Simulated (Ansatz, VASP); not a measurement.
## Br in VASP and in Ansatz

INCAR

```
SYSTEM = Br
  PREC = Accurate
  ENCUT = 520
  EDIFF = 1E-7
  ISMEAR = -1
  SIGMA = 0.05
  LREAL = .False.
  LASPH = .True.
  NELM = 60
  ALGO = Normal
  ISIF = 2
  LWAVE = .False.
  LCHARG = .False.
  GGA = PE
  NBANDS = 14
```

KPOINTS

```
regular mesh
0
Gamma
  14 14 8
  0 0 0
```

POSCAR

```
Br
1.0
    3.4167572373      0.0000000000      0.0000000000
   -1.7083786186      2.9589985660      0.0000000000
    0.0000000000      0.0000000000      4.3156577655
Br
2
Direct
    0.3333333333      0.6666666667      0.2500000000
    0.6666666667      0.3333333333      0.7500000000
```

Input for Ansatz:

```yaml
crystal:
  lattice:
    - [3.4167572373, 0.0, 0.0]
    - [-1.7083786186, 2.958998566, 0.0]
    - [0.0, 0.0, 4.3156577655]
  atoms:
    - { symbol: Br, position: [0.3333333333, 0.6666666667, 0.25] }
    - { symbol: Br, position: [0.6666666667, 0.3333333333, 0.75] }
kpoints:
  mp_grid: { grid: [14, 14, 8] }
scf:
  occupations: { method: fermi_dirac, width: 0.05 }
hamiltonian:
  xc: pbe
  pseudopotentials: { kind: all_electron, lapw: { basis_error: 0.001 } }
output:
  forces: true
  stress: true
  eigenvalues: true
  populations: true
```

Change from the starting cell: volume scaled by 0.76, LAPW.

Alike in both runs: task single point; functional PBE; k mesh 14 × 14 × 8; occupations fermi-dirac, width 0.05 eV; no spin polarisation.

|  | VASP | Ansatz |
| --- | --- | --- |
| version | VASP 6.6.1 | Ansatz 0.2.0 |
| potentials or method | VASP PAW PBE potentials, release 64 (Br), cutoff 520 eV | all-electron LAPW, scalar-relativistic |

|  | VASP | Ansatz | Ansatz less VASP |
| --- | --- | --- | --- |
| pressure (GPa) | 11.9 | 11.9 | 0.00 |
| traceless stress, the component that is largest in VASP (GPa) | -0.09 | -0.10 | -0.008 |

Ansatz ran all-electron here, and VASP with PAW potentials.
